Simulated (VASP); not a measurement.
A run of VASP 6.6.1 is set up as follows.

INCAR

```
SYSTEM = DyBe2F2
  PREC = Accurate
  ENCUT = 600
  EDIFF = 1E-7
  ISMEAR = 0
  SIGMA = 0.1
  LREAL = .False.
  LASPH = .True.
  NELM = 200
  ALGO = Normal
  ISIF = 3
  LWAVE = .False.
  LCHARG = .False.
  GGA = PE
  IBRION = 2
  NSW = 100
  EDIFFG = -0.01
  GGA_COMPAT = .False.
  NELMIN = 4
  LMAXMIX = 6
```

Contents of KPOINTS:

```
Automatic mesh
0
Gamma
  12 12 6
  0 0 0
```

The input POSCAR:

```
DyBe2F2
1.0
    4.8491237647      0.0000000000      0.0000000000
   -2.4245618824      4.1994643664      0.0000000000
    0.0000000000      0.0000000000      6.6407297399
Dy Be F
1 2 2
Direct
    0.0000000000      0.0000000000      0.0000000000
    0.6666666667      0.3333333333      0.0000000000
    0.3333333333      0.6666666667      0.5000000000
    0.0000000000      0.0000000000      0.6919896434
    0.0000000000      0.0000000000      0.3080103566
```

Potentials or basis: VASP PAW PBE potentials, release 64 (Dy_3, Be, F), 4f in core.

The run is started by

```bash
$ cat potpaw_PBE.64/Dy_3/POTCAR potpaw_PBE.64/Be/POTCAR potpaw_PBE.64/F/POTCAR > POTCAR
$ mpirun -np 1 vasp_std > vasp.out
```

Question: Estimate the relaxed volume.

Answer: 27.20 Å³/atom.

Question: What does it give for the relaxed cell?

Answer: a = 4.850 Å, b = 4.850 Å, c = 6.677 Å, α = 90.00°, β = 90.00°, γ = 120.00°.

Question: Predict the space group after relaxing (to 0.1 Å).

Answer: P-6m2 (No. 187).

Question: Estimate the band gap on the k mesh.

Answer: Zero (an odd number of electrons rules out a gap without spin polarisation).

Final structure:
```cif
data_structure
_symmetry_space_group_name_H-M 'P 1'
_symmetry_Int_Tables_number 1
_cell_length_a 4.8498
_cell_length_b 4.8498
_cell_length_c 6.6767
_cell_angle_alpha 90.000
_cell_angle_beta 90.000
_cell_angle_gamma 120.000
_cell_volume 136.00
loop_
_atom_site_label
_atom_site_type_symbol
_atom_site_fract_x
_atom_site_fract_y
_atom_site_fract_z
_atom_site_occupancy
Dy1 Dy 0.00000 0.00000 0.00000 1
Be1 Be 0.66667 0.33333 0.00000 1
Be2 Be 0.33333 0.66667 0.50000 1
F1 F 0.00000 0.00000 0.69156 1
F2 F 0.00000 0.00000 0.30844 1
```

Caveat: spin-orbit coupling is left out, which moves the levels of the heavy elements; the 4f electrons are frozen in the core, so they carry no moment and show no levels; the run has no spin polarisation, though such a crystal can be magnetic. Spin polarisation is off, so any magnetic state and its effect on volume and gap are missing.
